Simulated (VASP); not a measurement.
A run of VASP 6.6.1:

Contents of INCAR:

```
PREC = Accurate
ENCUT = 520
EDIFF = 1E-6
ISMEAR = 0
SIGMA = 0.1
LREAL = False
LASPH = True
NELM = 150
ALGO = Normal
ISIF = 2
LWAVE = False
LCHARG = False
ISPIN = 2
MAGMOM = 3 3 3 3 3
LORBIT = 11
LMAXMIX = 4
LDIPOL = True
IDIPOL = 3
DIPOL = 0.5 0.5 0.498
GGA = PE
NBANDS = 34
```

KPOINTS

```
Automatic mesh
0
Gamma
  12 12 1
```

The input POSCAR:

```
Co
1.0
    2.5190008726     -0.0000000029      0.0000000000
   -1.2595004338      2.1815187492      0.0000000000
    0.0000000000      0.0000000000     26.1820001500
Co
5
Direct
    0.3333333333      0.6666666667      0.3437476109
    0.6666666667      0.3333333333      0.4218738104
    0.3333333333      0.6666666667      0.4983443182
    0.6666666667      0.3333333333      0.5756900189
    0.3333333333      0.6666666667      0.6498287038
```

Potentials or basis: VASP PAW PBE potentials, release 64 (Co).

Run with:

```bash
$ cat potpaw_PBE.64/Co/POTCAR > POTCAR
$ mpirun -np 1 vasp_std > vasp.out
```

Hardware: 1 thread of Oxide Virtual Turin-like Processor (shared host).

Task: Estimate the wall time of this run.

Result: Run time: 16 min on 1 thread of Oxide Virtual Turin-like Processor, on a shared host, peak memory 0.35 GiB. Counts: scf iterations 61, k points 19.
